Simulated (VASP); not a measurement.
Set up this calculation in VASP 6.6.1, as the native input.

```yaml
Task: single point
Functional: r2SCAN
Potentials_or_basis: VASP PAW PBE potentials, release 64 (Sr_sv, O)
Cutoff: 660 eV
k_mesh: 6 × 6 × 6
Occupations: gaussian, width 0.01 eV
Spin: no spin polarisation
Dipole_correction: no
Further_INCAR_settings: ALGO = Normal; EDIFF = 1e-06; NBANDS = 15
```

Crystal: SrO.

```
Sr O
1.0
     0.00000    2.56630    2.56630
     2.56630    0.00000    2.56630
     2.56630    2.56630    0.00000
Sr O
1 1
Direct
  0.50000 0.50000 0.50000
  0.00000 0.00000 0.00000
```

These files were run (other wordings do the same):

POSCAR

```
SrO
1.0
    0.0000000000      2.5663000000      2.5663000000
    2.5663000000      0.0000000000      2.5663000000
    2.5663000000      2.5663000000      0.0000000000
Sr O
1 1
Direct
    0.5000000000      0.5000000000      0.5000000000
    0.0000000000      0.0000000000      0.0000000000
```

INCAR.step1

```
PREC     = Accurate       # precision mode
ENCUT    = 660            # plane-wave cutoff, eV
ISMEAR   = 0              # smearing method
SIGMA    = 0.01           # smearing width, eV
LREAL    = F              # projectors in reciprocal space
LASPH    = T              # aspherical terms in the spheres
NELM     = 120            # most SCF steps
NBANDS   = 15             # bands
GGA      = PE             # functional
ALGO     = Normal         # electronic algorithm
EDIFF    = 1E-5           # SCF threshold, eV
LWAVE    = T              # write WAVECAR
LCHARG   = F              # write CHGCAR
GGA_COMPAT= F
```

INCAR.step2

```
PREC     = Accurate       # precision mode
ENCUT    = 660            # plane-wave cutoff, eV
EDIFF    = 1E-6           # SCF threshold, eV
ISMEAR   = 0              # smearing method
SIGMA    = 0.01           # smearing width, eV
LREAL    = F              # projectors in reciprocal space
LASPH    = T              # aspherical terms in the spheres
NELM     = 120            # most SCF steps
ALGO     = Normal         # electronic algorithm
ISIF     = 2              # what is computed and relaxed
LWAVE    = F              # write WAVECAR
LCHARG   = F              # write CHGCAR
METAGGA  = R2SCAN         # meta-GGA
LMIXTAU  = T            
NBANDS   = 15             # bands
ISTART   = 1            
GGA_COMPAT= F
```

KPOINTS

```
regular mesh
0
Gamma
  6 6 6
```

Potentials or basis: VASP PAW PBE potentials, release 64 (Sr_sv, O).

Command:

```sh
$ cat potpaw_PBE.64/Sr_sv/POTCAR potpaw_PBE.64/O/POTCAR > POTCAR
$ cp INCAR.step1 INCAR
$ mpirun -np 1 vasp_std > vasp.out
$ cp INCAR.step2 INCAR
$ mpirun -np 1 vasp_std > vasp.out
```

Results of the run:

```
Pressure               : 2.0 GPa
Band gap on the k mesh : 3.74 eV (least direct gap 3.82 eV)
```

Caveat: the PAW data sets were made with another functional, which shifts forces and pressure a little.

Wall time 30 s on 1 thread of Intel(R) Xeon(R) 6975P-C (Granite Rapids), with other jobs on the host, peak memory 0.17 GiB.
